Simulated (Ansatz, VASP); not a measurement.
## One calculation of KPd, two programs

```
K Pd
1.0
     2.52814   -5.47415    0.00000
     2.52814    5.47415    0.00000
     0.00000    0.00000    4.71120
K Pd
2 2
Direct
  0.85627 0.14373 0.25000
  0.14373 0.85627 0.75000
  0.54546 0.45454 0.25000
  0.45454 0.54546 0.75000
```

Alike in both runs: functional PBE; k mesh 10 × 10 × 10; occupations gaussian, width 0.1 eV; no spin polarisation.

Ansatz relaxed the structure, and its values are those at the end. VASP's run is a single point on that final structure, the one shown.

|  | VASP | Ansatz |
| --- | --- | --- |
| version | VASP 6.6.1 | Ansatz 0.2.0 |
| potentials or method | VASP PAW PBE potentials, release 64 (K_sv, Pd), cutoff 520 eV | scalar-relativistic, plane waves, PAW |
| valence electrons in the cell | 38 | 54 |

Ansatz gave:

| Quantity | Value |
| --- | --- |
| gap on the k mesh at the Fermi level (eV) | none |
| pressure (GPa) | 0.0 |
| rms of the force components (eV/Å) | 0.000 |

Task: Which values does VASP return?

Result: gap on the k mesh at the Fermi level (eV): none; pressure (GPa): 0.0; rms of the force components (eV/Å): 0.007.

A gap of «none» marks a metal or a gap that the smearing closes. With one functional, cell and mesh, what is left measures potentials, basis and numerics. VASP's potentials hold 38 valence electrons a cell and Ansatz's 54, so a difference there can come from the potentials and not from the codes.
